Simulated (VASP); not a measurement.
Write the native input for VASP 6.6.1 that does the following.

```
Task                   : single point
Functional             : PBE
Potentials or basis    : VASP PAW PBE potentials, release 64 (Si, F)
Cutoff                 : 520 eV
k mesh                 : 6 × 6 × 6
Occupations            : gaussian, width 0.1 eV
Spin                   : no spin polarisation
Dipole correction      : no
Further INCAR settings : ALGO = Normal; EDIFF = 1e-06; NBANDS = 14
```

The structure of Si2F lies in POSCAR:

```
Si2F
1.0
    3.4342192245      0.0000000000      0.0000000000
   -1.7171096123      2.9741210906      0.0000000000
    0.0000000000      0.0000000000      3.7080440132
Si F
2 1
Direct
    0.3333333333      0.6666666667      0.5000000000
    0.6666666667      0.3333333333      0.5000000000
    0.0000000000      0.0000000000      0.0000000000
```

One way to write it, as run:

INCAR

```
  PREC = Accurate
  ENCUT = 520
  EDIFF = 1E-6
  ISMEAR = 0
  SIGMA = 0.1
  LREAL = F
  LASPH = T
  NELM = 60
  ALGO = Normal
  ISIF = 2
  LWAVE = F
  LCHARG = F
  GGA = PE
  NBANDS = 14
```

KPOINTS

```
Automatic mesh
0
Gamma
  6 6 6
```

Potentials or basis: VASP PAW PBE potentials, release 64 (Si, F).

Run with:

```bash
$ cat potpaw_PBE.64/Si/POTCAR potpaw_PBE.64/F/POTCAR > POTCAR
$ mpirun -np 1 vasp_std > vasp.out
```

Results of the run:

```yaml
Pressure: 64.7 GPa
```

Caveat: an odd number of electrons without spin polarisation forces a metal; a magnetic or distorted state may lie lower.

Run time: 6.6 s on 1 thread of Intel(R) Xeon(R) 6975P-C (Granite Rapids), with other jobs on the host, peak memory 0.15 GiB.
